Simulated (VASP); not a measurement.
Runs of VASP 6.6.1 on HfPb4O. The structure is that of space group F-43m (No. 216), or close to it. The cells are those of the table. 

```csv
task,cell,k mesh,cutoff (eV),gap on the mesh (eV),pressure (GPa),largest force (eV/Å)
single point,"a = 6.833 Å, angles 60.0°, 6 atoms",8 × 8 × 8,520,none,0.0,0.02
single point,"a = 5.859 Å, angles 60.0°, 6 atoms",4 × 4 × 4,520,none,(b),15.54
relaxation of cell and atoms,"relaxed from a = 5.859 Å, angles 60.0°, 6 atoms",4 × 4 × 4,600,none,0.0,0.01
single point,"a = 6.850 Å, angles 60.0°, 6 atoms",4 × 4 × 4,520,none,-0.1,(a)
```

Alike in all rows: level PBE; potentials or basis VASP PAW PBE potentials, release 64 (Hf_pv, Pb_d, O); no spin polarisation; smearing gaussian 0.1 eV.

**Question.** Estimate the missing entries.

**Answer.** (a) 0.04; (b) 57.2.

Caveats: spin-orbit coupling is left out, which moves the levels of the heavy elements; forces of over 1 eV/Å act on the atoms, so gaps and moduli don't describe the material at rest (some runs).

A k mesh can miss the band edges, and the runs leave out spin-orbit coupling on Hf, Pb.

A gap of «none» marks levels without a gap at the run's occupations.
